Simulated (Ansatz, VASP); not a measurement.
C: VASP beside Ansatz

```
CELL_PARAMETERS angstrom
1.25978 0.75279 10.36701
-1.25978 0.75279 10.36701
0.00000 -1.50559 10.36701
ATOMIC_POSITIONS crystal
C 0.02483 0.02483 0.02483
C 0.97517 0.97517 0.97517
C 0.10868 0.10868 0.10868
C 0.89132 0.89132 0.89132
C 0.15837 0.15837 0.15837
C 0.84163 0.84163 0.84163
C 0.37486 0.37486 0.37486
C 0.62514 0.62514 0.62514
C 0.42532 0.42532 0.42532
C 0.57468 0.57468 0.57468
```

Change from the starting cell: normal strain along x +0.0000, normal strain along y +0.0350.

Alike in both runs: task single point; functional PBE; k mesh 12 × 12 × 12; occupations gaussian, width 0.05 eV; no spin polarisation.

|  | VASP | Ansatz |
| --- | --- | --- |
| version | VASP 6.6.1 | Ansatz 0.2.0 |
| potentials or method | VASP PAW PBE potentials, release 64 (C), cutoff 520 eV | scalar-relativistic, plane waves, PAW |
| valence electrons in the cell | 40 | 40 |

|  | VASP | Ansatz | Ansatz less VASP |
| --- | --- | --- | --- |
| gap on the k mesh at the Fermi level (eV) | 3.86 | 3.87 | +0.009 |
| least direct gap on the mesh (eV) | 4.57 | 4.57 | +0.005 |
| pressure (GPa) | -13.0 | -13.5 | -0.50 |
| traceless stress, the component that is largest in VASP (GPa) | -23.16 | -23.06 | +0.099 |
| rms of the force components (eV/Å) | 0.020 | 0.019 | -0.0009 |

Atom by atom the forces differ by 0.005 eV/Å (rms over components).
